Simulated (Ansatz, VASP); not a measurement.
# One calculation of PbS, two programs

Contents of INCAR:

```
SYSTEM = PbS
PREC = Accurate ; ENCUT = 500
EDIFF = 1E-6 ; ISMEAR = 0
SIGMA = 0.03 ; LREAL = .False.
LASPH = .True. ; NELM = 120
ALGO = Normal ; ISIF = 2
LWAVE = .False. ; LCHARG = .False.
GGA = PE ; NBANDS = 17
GGA_COMPAT = .False.
```

Contents of KPOINTS:

```
regular mesh
0
Gamma
  12 12 12
  0 0 0
```

The input POSCAR:

```
PbS
1.0
    0.0000000000      3.0166643870      3.0166643870
    3.0166643870      0.0000000000      3.0166643870
    3.0166643870      3.0166643870      0.0000000000
Pb S
1 1
Direct
    0.0000000000      0.0000000000      0.0000000000
    0.5000000000      0.5000000000      0.5000000000
```

Input for Ansatz:

```yaml
crystal:
  lattice:
    - [0.0, 3.016664387, 3.016664387]
    - [3.016664387, 0.0, 3.016664387]
    - [3.016664387, 3.016664387, 0.0]
  atoms:
    - { symbol: Pb, position: [0.0, 0.0, 0.0] }
    - { symbol: S, position: [0.5, 0.5, 0.5] }
scf:
  occupations: { method: gaussian, width: 0.03 }
output:
  forces: true
  stress: true
  eigenvalues: true
  write_density: true
  write_potential: true
  elf: true
  volumetric_format: npy
hamiltonian:
  xc: pbe
basis:
  ecutwfc: 450
kpoints:
  mp_grid: { grid: [12, 12, 12] }
```

Alike in both runs: task single point; functional PBE; k mesh 12 × 12 × 12; occupations gaussian, width 0.03 eV; no spin polarisation.

|  | VASP | Ansatz |
| --- | --- | --- |
| version | VASP 6.6.1 | Ansatz 0.2.0 |
| potentials or method | VASP PAW PBE potentials, release 64 (Pb_d, S), cutoff 500 eV | scalar-relativistic, plane waves, PAW |
| valence electrons in the cell | 20 | 20 |

|  | VASP | Ansatz | Ansatz less VASP |
| --- | --- | --- | --- |
| gap on the k mesh at the Fermi level (eV) | 0.54 | 0.53 | -0.006 |
| least direct gap on the mesh (eV) | 0.54 | 0.53 | -0.006 |
| pressure (GPa) | -0.7 | -0.6 | +0.07 |

Neither program's run includes spin-orbit coupling.
